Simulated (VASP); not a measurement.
Set up this calculation in VASP 6.6.1, as the native input.

```yaml
Task: single point
Functional: HSE06
Potentials_or_basis: VASP PAW PBE potentials, release 64 (Ca_sv, O)
Cutoff: 520 eV
k_mesh: 6 × 6 × 6
Occupations: gaussian, width 0.01 eV
Spin: no spin polarisation
Dipole_correction: no
Grid_for_exact_exchange_PRECFOCK: Normal
Further_INCAR_settings: ALGO = Normal; EDIFF = 1e-07; NBANDS = 15
Share_of_exact_exchange: 0.25
Screening_parameter: 0.2079 1/Å
```

CaO:

```
Ca O
1.0
     0.06491    2.61846    2.61846
     2.61846    0.06491    2.61846
     2.61846    2.61846    0.06491
Ca O
1 1
Direct
  0.00226 0.00226 0.00226
  0.24774 0.24774 0.24774
```

This cell differs from its parent crystal: epitaxial 111 strain -2.0%.

These files were run (other wordings do the same):

POSCAR

```
CaO
1.0
    0.0649092717      2.6184636858      2.6184636858
    2.6184636858      0.0649092717      2.6184636858
    2.6184636858      2.6184636858      0.0649092717
Ca O
1 1
Direct
    0.0022617533      0.0022617533      0.0022617533
    0.2477382467      0.2477382467      0.2477382467
```

INCAR.step1

```
ALGO     = Normal         # electronic algorithm
EDIFF    = 1E-5           # SCF threshold, eV
ENCUT    = 520            # plane-wave cutoff, eV
GGA      = PE             # functional
ISIF     = 2              # what is computed and relaxed
ISMEAR   = 0              # smearing method
LASPH    = True           # aspherical terms in the spheres
LCHARG   = False          # write CHGCAR
LREAL    = False          # projectors in reciprocal space
LWAVE    = True           # write WAVECAR
NBANDS   = 15             # bands
NELM     = 100            # most SCF steps
PREC     = Accurate       # precision mode
SIGMA    = 0.01           # smearing width, eV
```

INCAR.step2

```
ALGO     = Normal         # electronic algorithm
EDIFF    = 1E-7           # SCF threshold, eV
ENCUT    = 520            # plane-wave cutoff, eV
GGA      = PE             # functional
HFSCREEN = 0.2079         # screening, 1/A
ISIF     = 2              # what is computed and relaxed
ISMEAR   = 0              # smearing method
ISTART   = 1            
LASPH    = True           # aspherical terms in the spheres
LCHARG   = False          # write CHGCAR
LHFCALC  = True           # exact exchange
LREAL    = False          # projectors in reciprocal space
LWAVE    = False          # write WAVECAR
NBANDS   = 15             # bands
NELM     = 100            # most SCF steps
PREC     = Accurate       # precision mode
PRECFOCK = Normal       
SIGMA    = 0.01           # smearing width, eV
```

KPOINTS

```
k-points
0
Gamma
  6 6 6
```

Potentials or basis: VASP PAW PBE potentials, release 64 (Ca_sv, O).

Command:

```console
$ cat potpaw_PBE.64/Ca_sv/POTCAR potpaw_PBE.64/O/POTCAR > POTCAR
$ cp INCAR.step1 INCAR
$ mpirun -np 1 vasp_std > vasp.out
$ cp INCAR.step2 INCAR
$ mpirun -np 1 vasp_std > vasp.out
```

It gave:

```yaml
Pressure: 2.7 GPa
Largest_force: 0.007 eV/Å
Band_gap_on_the_k_mesh: 4.77 eV (least direct gap 5.42 eV)
```

Caveat: the cell differs from its parent crystal (epitaxial 111 strain -2.0%); the PAW data sets were made with another functional, which shifts forces and pressure a little.

Run time: 98 min on 1 thread of Intel(R) Xeon(R) Platinum 8375C CPU @ 2.90GHz (Ice Lake), with other jobs on the host, peak memory 0.29 GiB.
